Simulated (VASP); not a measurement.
# B (Cmcm) in VASP: further runs

B is run at these levels: PBE; tasks: single point, relaxation of cell and atoms.

Everything below comes from runs of VASP 6.6.1. Logs are shortened: lines on timing, memory, paths and dates and some standing lists are left out, and cuts for length are marked.

### Step 1. The cell of the first run

The structure is orthorhombic, space group Cmcm (No. 63). The conventional cell has a = 4.807 Å, b = 6.091 Å, c = 4.781 Å, α = 90.00°, β = 90.00°, γ = 90.00°. Within 2.2 Å of B (site symmetry 1) lie 4 B at 1.67 to 1.90 Å.

### Step 2. Single point, PBE

INCAR reads:

```
SYSTEM = B
PREC     = Accurate       ! precision mode
ENCUT    = 520            ! plane-wave cutoff, eV
EDIFF    = 1E-7           ! SCF threshold, eV
ISMEAR   = 0              ! smearing method
SIGMA    = 0.1            ! smearing width, eV
LREAL    = .False.        ! projectors in reciprocal space
LASPH    = .True.         ! aspherical terms in the spheres
NELM     = 100            ! most SCF steps
ALGO     = Normal         ! electronic algorithm
ISIF     = 2              ! what is computed and relaxed
LWAVE    = .False.        ! write WAVECAR
LCHARG   = .True.         ! write CHGCAR
GGA      = PE             ! functional
LELF     = .True.         ! ELF
LVHAR    = .True.       
NBANDS   = 22             ! bands
```

KPOINTS reads:

```
regular mesh
0
Gamma
  4 4 4
  0 0 0
```

POSCAR reads:

```
B
1.0
    2.4034936068     -3.0453207815      0.0000000000
    2.4034936068      3.0453207815      0.0000000000
    0.0000000000      0.0000000000      4.7812286453
B
8
Direct
    0.6733333848      0.9317525052      0.4356441199
    0.9317525052      0.6733333848      0.9356441199
    0.3266666152      0.0682474948      0.9356441199
    0.6733333848      0.9317525052      0.0643558801
    0.3266666152      0.0682474948      0.5643558801
    0.0682474948      0.3266666152      0.4356441199
    0.9317525052      0.6733333848      0.5643558801
    0.0682474948      0.3266666152      0.0643558801
```

Potentials or basis: VASP PAW PBE potentials, release 64 (B).

The run is started by

```sh
$ cat potpaw_PBE.64/B/POTCAR > POTCAR
$ mpirun -np 1 vasp_std > vasp.out
```

OUTCAR:

```text
SYSTEM = B
   PREC = Accurate
   ENCUT = 520
   EDIFF = 1E-7
   ISMEAR = 0
   LREAL = .False.
   LASPH = .True.
   NELM = 100
   ISIF = 2
   GGA = PE

 ion  position               nearest neighbor table
   1  0.673  0.932  0.436-   5 1.67   7 1.69   4 1.78   6 1.90
   2  0.932  0.673  0.936-   8 1.67   4 1.69   7 1.78   3 1.90
   3  0.327  0.068  0.936-   4 1.67   8 1.69   5 1.78   2 1.90
   4  0.673  0.932  0.064-   3 1.67   2 1.69   1 1.78   8 1.90
   5  0.327  0.068  0.564-   1 1.67   6 1.69   3 1.78   7 1.90
   6  0.068  0.327  0.436-   7 1.67   5 1.69   8 1.78   1 1.90
   7  0.932  0.673  0.564-   6 1.67   1 1.69   2 1.78   5 1.90
   8  0.068  0.327  0.064-   2 1.67   3 1.69   6 1.78   4 1.90

  LATTYP: Found a base centered orthorhombic cell.
 ALAT       =     4.8069872136
 B/A-ratio  =     1.2670392685
 C/A-ratio  =     0.9946414319

  Lattice vectors:

 A1 = (   2.4034936068,  -3.0453207815,   0.0000000000)
 A2 = (   2.4034936068,   3.0453207815,   0.0000000000)
 A3 = (   0.0000000000,   0.0000000000,   4.7812286453)

Analysis of symmetry for initial positions (statically):
=====================================================================
 Subroutine PRICEL returns:
 Original cell was already a primitive cell.

 Routine SETGRP: Setting up the symmetry group for a
 base centered orthorhombic supercell.

 Subroutine GETGRP returns: Found  8 space group operations
 (whereof  4 operations were pure point group operations)
 out of a pool of  8 trial point group operations.

The static configuration has the point symmetry C_2h.
 The point group associated with its full space group is D_2h.

Analysis of symmetry for dynamics (positions and initial velocities):
=====================================================================
 Subroutine PRICEL returns:
 Original cell was already a primitive cell.

 Routine SETGRP: Setting up the symmetry group for a
 base centered orthorhombic supercell.

 Subroutine GETGRP returns: Found  8 space group operations
 (whereof  4 operations were pure point group operations)
 out of a pool of  8 trial point group operations.

The dynamic configuration has the point symmetry C_2h.
 The point group associated with its full space group is D_2h.

 Subroutine INISYM returns: Found  8 space group operations
 (whereof  4 operations are pure point group operations),
 and found     1 'primitive' translations

----------------------------------------------------------------------------------------

                                     Primitive cell

  volume of cell :      69.9915

  direct lattice vectors                    reciprocal lattice vectors
     2.403493607 -3.045320782  0.000000000     0.208030510 -0.164186316  0.000000000
     2.403493607  3.045320782  0.000000000     0.208030510  0.164186316  0.000000000
     0.000000000  0.000000000  4.781228645     0.000000000  0.000000000  0.209151261

  length of vectors
     3.879530923  3.879530923  4.781228645     0.265016677  0.265016677  0.209151261

  position of ions in fractional coordinates (direct lattice)
     0.673333385  0.931752505  0.435644120
     0.931752505  0.673333385  0.935644120
     0.326666615  0.068247495  0.935644120
     0.673333385  0.931752505  0.064355880
     0.326666615  0.068247495  0.564355880
     0.068247495  0.326666615  0.435644120
     0.931752505  0.673333385  0.564355880
     0.068247495  0.326666615  0.064355880

  ion indices of the primitive-cell ions
   primitive index   ion index
                 1           1
                 2           2
                 3           3
                 4           4
                 5           5
                 6           6
                 7           7
                 8           8

----------------------------------------------------------------------------------------

 KPOINTS: regular mesh

Automatic generation of k-mesh.
 Grid dimensions read from file:
 generate k-points for:    4    4    4

 Generating k-lattice:

  Cartesian coordinates                     Fractional coordinates (reciprocal lattice)
     0.052007627 -0.041046579  0.000000000     0.250000000 -0.000000000  0.000000000
     0.052007627  0.041046579  0.000000000    -0.000000000  0.250000000  0.000000000
     0.000000000  0.000000000  0.052287815     0.000000000  0.000000000  0.250000000

  Length of vectors
     0.066254169  0.066254169  0.052287815

  Shift w.r.t. Gamma in fractional coordinates (k-lattice)
     0.000000000  0.000000000  0.000000000

 Subroutine IBZKPT returns following result:
 ===========================================

 Found     21 irreducible k-points:

 Following reciprocal coordinates:
            Coordinates               Weight
  0.000000  0.000000  0.000000      1.000000
  0.250000 -0.000000  0.000000      4.000000
  0.500000 -0.000000  0.000000      2.000000
  0.250000  0.250000  0.000000      2.000000
  0.500000  0.250000  0.000000      4.000000
 -0.250000  0.250000  0.000000      2.000000
[... 13 lines left out ...]
 -0.250000  0.250000  0.500000      2.000000
  0.500000  0.500000  0.500000      1.000000
   k-points           NKPTS =     21   k-points in BZ     NKDIM =     21   number of bands    NBANDS=     22
   number of dos      NEDOS =    301   number of ions     NIONS =      8
   total plane-waves  NPLWV =  32400
   dimension x,y,z NGX =    30 NGY =   30 NGZ =   36
   dimension x,y,z NGXF=    60 NGYF=   60 NGZF=   72
   ions per type =               8
   NGX,Y,Z   is equivalent  to a cutoff of  12.86, 12.86, 12.52 a.u.
   NGXF,Y,Z  is equivalent  to a cutoff of  25.71, 25.71, 25.03 a.u.
 SYSTEM =  B
   PREC   = accura    normal or accurate (medium, high low for compatibility)
   ISTART =      0    job   : 0-new  1-cont  2-samecut
   ICHARG =      2    charge: 1-file 2-atom 10-const
   ISPIN  =      1    spin polarized calculation?
   LNONCOLLINEAR =      F non collinear calculations
   LSORBIT =      F    spin-orbit coupling
   LASPH  =      T    aspherical Exc in radial PAW
   ENCUT  =  520.0 eV  38.22 Ry    6.18 a.u.   7.21  7.21  8.89*2*pi/ulx,y,z
   NELM   =    100;   NELMIN=  2; NELMDL= -5     # of ELM steps
   EDIFF  = 0.1E-06   stopping-criterion for ELM
   LREAL  =      F    real-space projection
   EDIFFG = 0.1E-05   stopping-criterion for IOM
   NSW    =      0    number of steps for IOM
   IBRION =     -1    ionic relax: 0-MD 1-quasi-New 2-CG
   NFREE  =      0    steps in history (QN), initial steepest desc. (CG)
   ISIF   =      2    stress and relaxation
   ISYM   =      2    0-nonsym 1-usesym 2-fastsym
   POTIM  = 0.5000    time-step for ionic-motion
   TEBEG  =    0.0;   TEEND  =   0.0 temperature during run
   PSTRESS=    0.0 pullay stress
   NELECT =      24.0000    total number of electrons
   NUPDOWN=      -1.0000    fix difference up-down
   EMIN   =  10.00;   EMAX   =-10.00  energy-range for DOS
   EFERMI =   0.00;   METHOD = LEGACY
   ISMEAR =     0;   SIGMA  =   0.10  broadening in eV -4-tet -1-fermi 0-gaus
   EFERMI_NEDOS =   21; number of points for ismear=-14 and -15
   IALGO  =     38    algorithm
   IMIX   =      4    mixing-type and parameters
     AMIX     =   0.40;   BMIX     =  1.00
     AMIX_MAG =   1.60;   BMIX_MAG =  1.00
  volume/ion in A,a.u.               =       8.75        59.04
  Fermi-wavevector in a.u.,A,eV,Ry     =   1.145856  2.165354 17.864261  1.312986
  Thomas-Fermi vector in A             =   2.282543
   LORBIT       =      0    0 simple, 1 ext, 2 COOP (PROOUT), +10 PAW based schemes
   GGA     = PE    functional components
   LHFCALC =     F    Hartree Fock is set to
   AEXX    =    0.0000 exact exchange contribution
   IVDW    =     0    specifies the selected vdW correction
   LEPSILON=     F    determine dielectric tensor
   LRPA    =     F    only Hartree local field effects (RPA)
 non-spin polarized calculation
 Gauss-broadening in eV      SIGMA  =   0.10
  energy-cutoff  :      520.00
  volume of cell :       69.99
 maximum number of plane-waves:      1912
 NGX is ok and might be reduce to    30
   NGX = 15   NGY = 15   NGZ = 17

 number of electron      24.0000000 magnetization

 Free energy of the ion-electron system (eV)
  ---------------------------------------------------
  ext. energy  EPLUGINS =         0.00000000
  ---------------------------------------------------
  free energy    TOTEN  =       -46.86973885 eV

  energy without entropy =      -46.86168414  energy(sigma->0) =      -46.86571149

 E-fermi :   3.7541     XC(G=0): -10.8382

 val. band max:        3.7215995568   @ k =   0.2500  -0.0000   0.0000
 cond. band min:       3.8331551622   @ k =   0.5000   0.2500   0.2500
 fundamental gap:      0.1115556054
 Fermi energy:         3.7541497859

 k-point     1 :       0.0000    0.0000    0.0000
  band No.  band energies     occupation
      1      -9.5625      2.00000
      2      -4.8845      2.00000
      3      -4.3243      2.00000
      4      -2.1107      2.00000
      5      -1.8639      2.00000
      6      -1.1638      2.00000
[... 14 lines left out ...]
     21      13.2141      0.00000
     22      13.5642      0.00000

 k-point     2 :       0.2500   -0.0000    0.0000
  band No.  band energies     occupation
      1      -9.1173      2.00000
      2      -4.9000      2.00000
      3      -4.5002      2.00000
      4      -3.5370      2.00000
      5      -1.9150      2.00000
      6      -0.6317      2.00000
[... 14 lines left out ...]
     21      12.2368      0.00000
     22      14.0022      0.00000

 k-point     3 :       0.5000   -0.0000    0.0000
  band No.  band energies     occupation
      1      -8.3187      2.00000
      2      -6.4655      2.00000
      3      -3.8374      2.00000
      4      -3.0871      2.00000
      5      -1.9713      2.00000
      6      -1.8848      2.00000
[... 14 lines left out ...]
     21      13.3493      0.00000
     22      13.9532      0.00000

 k-point     4 :       0.2500    0.2500    0.0000
  band No.  band energies     occupation
      1      -8.5146      2.00000
      2      -5.2849      2.00000
      3      -4.5681      2.00000
      4      -3.9787      2.00000
      5      -2.7056      2.00000
      6      -0.8528      2.00000
[... 14 lines left out ...]
     21      12.1503      0.00000
     22      13.2010      0.00000

 k-point     5 :       0.5000    0.2500    0.0000
  band No.  band energies     occupation
      1      -7.9801      2.00000
      2      -6.0949      2.00000
      3      -4.2882      2.00000
      4      -3.5710      2.00000
      5      -1.9581      2.00000
      6      -1.6527      2.00000
[... 342 lines left out ...]
 k-point    19 :       0.5000    0.2500    0.5000
  band No.  band energies     occupation
      1      -6.7982      2.00000
      2      -6.7982      2.00000
      3      -4.6539      2.00000
      4      -4.6539      2.00000
      5      -2.8870      2.00000
      6      -2.8870      2.00000
[... 14 lines left out ...]
     21      13.5617      0.00000
     22      13.5617      0.00000

 k-point    20 :      -0.2500    0.2500    0.5000
  band No.  band energies     occupation
      1      -7.6116      2.00000
      2      -7.6116      2.00000
      3      -2.7873      2.00000
      4      -2.7873      2.00000
      5      -2.6376      2.00000
      6      -2.6376      2.00000
[... 14 lines left out ...]
     21      13.6511      0.00000
     22      13.6511      0.00000

 k-point    21 :       0.5000    0.5000    0.5000
  band No.  band energies     occupation
      1      -6.2416      2.00000
      2      -6.2416      2.00000
      3      -4.7051      2.00000
      4      -4.7051      2.00000
      5      -3.4450      2.00000
      6      -3.4450      2.00000
[... 14 lines left out ...]
     21      14.3391      0.00000
     22      14.3391      0.00000

------------------------ aborting loop because EDIFF is reached ----------------------------------------

  FORCE on cell =-STRESS in cart. coord.  units (eV):
  Direction    XX          YY          ZZ          XY          YZ          ZX
  --------------------------------------------------------------------------------------
  -------------------------------------------------------------------------------------
  Total        0.0122838     -0.1152111      0.0103779      0.0000000     -0.0000000      0.0000000
  in kB        0.2811896     -2.6372998      0.2375601      0.0000000     -0.0000000      0.0000000
  external PRESSURE =      -0.7061834 kB  Pullay stress =       0.0000000 kB

 VOLUME and BASIS-vectors are now :
 -----------------------------------------------------------------------------
  energy-cutoff  :      520.00
  volume of cell :       69.99
      direct lattice vectors                 reciprocal lattice vectors
     2.403493607 -3.045320782  0.000000000     0.208030510 -0.164186316  0.000000000
     2.403493607  3.045320782  0.000000000     0.208030510  0.164186316  0.000000000
     0.000000000  0.000000000  4.781228645     0.000000000  0.000000000  0.209151261

 POSITION                                       TOTAL-FORCE (eV/Angst)
 -----------------------------------------------------------------------------------
      3.85781      0.78697      2.08291        -0.004296     -0.000947      0.003257
      3.85781     -0.78697      4.47353        -0.004296      0.000947      0.003257
      0.94917     -0.78697      4.47353         0.004296      0.000947      0.003257
      3.85781      0.78697      0.30770        -0.004296     -0.000947     -0.003257
      0.94917     -0.78697      2.69831         0.004296      0.000947     -0.003257
      0.94917      0.78697      2.08291         0.004296     -0.000947      0.003257
      3.85781     -0.78697      2.69831        -0.004296      0.000947     -0.003257
      0.94917      0.78697      0.30770         0.004296     -0.000947     -0.003257
 -----------------------------------------------------------------------------------
    total drift:                                0.000000     -0.000000      0.000000

  FREE ENERGIE OF THE ION-ELECTRON SYSTEM (eV)
  ---------------------------------------------------
  free  energy   TOTEN  =       -46.8697388501 eV

  energy  without entropy=      -46.8616841379  energy(sigma->0) =      -46.86571149
```

It took 13 s on 1 thread of Intel Xeon 6975P-C (Granite Rapids), shared host; peak memory 0.17 GiB.

What came out:

```yaml
Free_energy: -46.8697 eV
Pressure: -0.1 GPa
Largest_force: 0.005 eV/Å
Band_gap_on_the_k_mesh: zero (band 12 reaches 4.07 eV, above the bottom of band 13 at 2.96 eV)
```

Forces in eV/Å, atoms in the order of the input:
```
B   -0.004 -0.001  0.003
B   -0.004  0.001  0.003
B    0.004  0.001  0.003
B   -0.004 -0.001 -0.003
B    0.004  0.001 -0.003
B    0.004 -0.001  0.003
B   -0.004  0.001 -0.003
B    0.004 -0.001 -0.003
```

Caveat: the k points lie up to 0.42 Å⁻¹ apart.

### Step 3. Relaxation of cell and atoms, PBE

This run uses another cell than the first one, of 8.47 Å³/atom, 0.968 times its volume.

INCAR reads:

```
  ALGO = Normal
  EDIFF = 1E-6
  EDIFFG = -0.04
  ENCUT = 600
  GGA = PE
  IBRION = 2
  ISIF = 3
  ISMEAR = 0
  LASPH = True
  LCHARG = False
  LREAL = False
  LWAVE = False
  NELM = 100
  NSW = 90
  PREC = Accurate
  SIGMA = 0.1
```

KPOINTS reads:

```
k-points
0
Gamma
  4 4 4
```

POSCAR reads:

```
B
1.0
    2.5550869100     -2.7637699100      0.0000000000
    2.5550869100      2.7637699100      0.0000000000
    0.0000000000      0.0000000000      4.7992716300
B
8
Direct
    0.7009306600      0.9699274900      0.4250912100
    0.9699274900      0.7009306600      0.9250912100
    0.2990693400      0.0300725100      0.9250912100
    0.7009306600      0.9699274900      0.0749087900
    0.2990693400      0.0300725100      0.5749087900
    0.0300725100      0.2990693400      0.4250912100
    0.9699274900      0.7009306600      0.5749087900
    0.0300725100      0.2990693400      0.0749087900
```

Potentials or basis: VASP PAW PBE potentials, release 64 (B).

The run is started by

```sh
$ cat potpaw_PBE.64/B/POTCAR > POTCAR
$ mpirun -np 1 vasp_std > vasp.out
```

Wall time 1.9 min (1 thread of Intel Xeon 6975P-C (Granite Rapids), shared host); peak memory 0.18 GiB.

Results (log left out):

| Item | Value |
| --- | --- |
| Free energy | -46.8730 eV |
| Relaxed volume | 8.76 Å³/atom |
| Relaxed cell | a = 3.882 Å, b = 3.882 Å, c = 4.778 Å, α = 90.00°, β = 90.00°, γ = 103.19° |
| Space group after relaxing (to 0.05 Å) | Cmcm (No. 63) |
| Energy gained by relaxing | 146.3 meV/atom |
| Ionic steps | 19 |
| Pressure after relaxing | 0.0 GPa |
| Largest force after relaxing | 0.036 eV/Å |
| Band gap on the k mesh | zero (band 12 reaches 4.00 eV, above the bottom of band 13 at 2.96 eV) |

Forces in eV/Å, atoms in the order of the input:
```
B   -0.026 -0.017 -0.020
B   -0.026  0.017 -0.020
B    0.026  0.017 -0.020
B   -0.026 -0.017  0.020
B    0.026  0.017  0.020
B    0.026 -0.017 -0.020
B   -0.026  0.017  0.020
B    0.026 -0.017  0.020
```

Stress tensor (GPa, compression positive):
```
-0.01  0.00  0.00
 0.00 -0.04  0.00
 0.00  0.00  0.06
```

The path:
```tsv
step	energy change (eV)	largest force (eV/Å)	pressure (GPa)	volume (Å³)
1	0.0000	1.9866	18.19	67.78
2	-0.5332	1.5793	-4.92	77.65
3	-0.7914	0.5133	1.09	73.82
4	-0.9007	0.3472	-2.53	75.11
5	-0.9203	0.4251	-4.57	75.88
6	-0.9986	0.3651	-3.81	75.00
7	-1.0476	0.4176	-2.54	73.50
8	-1.0970	0.2019	-0.10	71.96
9	-1.0970	0.2053	-0.08	71.95
10	-1.1146	0.1554	0.19	71.63
11	-1.1216	0.2409	0.61	71.16
12	-1.1333	0.2066	0.31	71.11
13	-1.1494	0.1733	-0.49	70.96
14	-1.1615	0.1152	-0.20	70.66
15	-1.1617	0.1336	-0.16	70.62
16	-1.1680	0.0338	-0.18	70.37
17	-1.1684	0.0569	-0.18	70.29
18	-1.1701	0.0414	0.02	70.09
19	-1.1701	0.0363	0.00	70.11
```

Final structure:
```
B
1.0
     2.41169   -3.04232    0.00000
     2.41169    3.04232    0.00000
     0.00000    0.00000    4.77765
B
8
Direct
  0.67419 0.93313 0.43597
  0.93313 0.67419 0.93597
  0.32581 0.06687 0.93597
  0.67419 0.93313 0.06403
  0.32581 0.06687 0.56403
  0.06687 0.32581 0.43597
  0.93313 0.67419 0.56403
  0.06687 0.32581 0.06403
```

Levels at points of the mesh, in eV from the Fermi level:
| k point | band 10 | band 11 | band 12 | band 13 | band 14 | band 15 |
| --- | --- | --- | --- | --- | --- | --- |
| (0.00, 0.00, 0.00) | -1.89 | -1.78 | -1.08 | -0.79 | -0.28 | 1.28 |
| (0.50, 0.00, 0.00) | -1.85 | -1.13 | 0.21 | 0.47 | 1.02 | 1.57 |
| (0.50, 0.50, 0.00) | -3.91 | -1.99 | -0.91 | 1.52 | 1.54 | 4.24 |
| (0.00, 0.00, 0.50) | -3.51 | -1.57 | -1.57 | 0.45 | 0.45 | 1.26 |
| (0.50, 0.00, 0.50) | -1.51 | -0.64 | -0.64 | 0.23 | 0.23 | 2.34 |
| (0.50, 0.50, 0.50) | -1.66 | 0.09 | 0.09 | 0.99 | 0.99 | 3.73 |

Caveat: the k points lie up to 0.42 Å⁻¹ apart in the final cell.
